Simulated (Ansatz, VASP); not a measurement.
**One calculation of Ge, two programs**

```
Ge
1.0
     4.01328    0.00000    0.00000
    -2.00664    3.47560    0.00000
     0.00000    0.00000   20.09600
Ge
4
Direct
  0.16667 0.33333 0.39752
  0.50000 0.00000 0.43496
  0.50000 0.00000 0.56504
  0.83333 0.66667 0.60248
```

Alike in both runs: functional PBEsol; k mesh 9 × 9 × 1; occupations fermi-dirac, width 0.02 eV; no spin polarisation.

Ansatz relaxed the structure, and its values are those at the end. VASP's run is a single point on that final structure, the one shown.

|  | VASP | Ansatz |
| --- | --- | --- |
| version | VASP 6.6.1 | Ansatz 0.2.0 |
| potentials or method | VASP PAW PBE potentials, release 64 (Ge_d), cutoff 520 eV | all-electron LAPW, scalar-relativistic |

|  | VASP | Ansatz | Ansatz less VASP |
| --- | --- | --- | --- |
| rms of the force components (eV/Å) | 0.007 | 0.004 | -0.0034 |

VASP's potentials were made for PBE, not for PBEsol. Ansatz ran all-electron here, and VASP with PAW potentials.
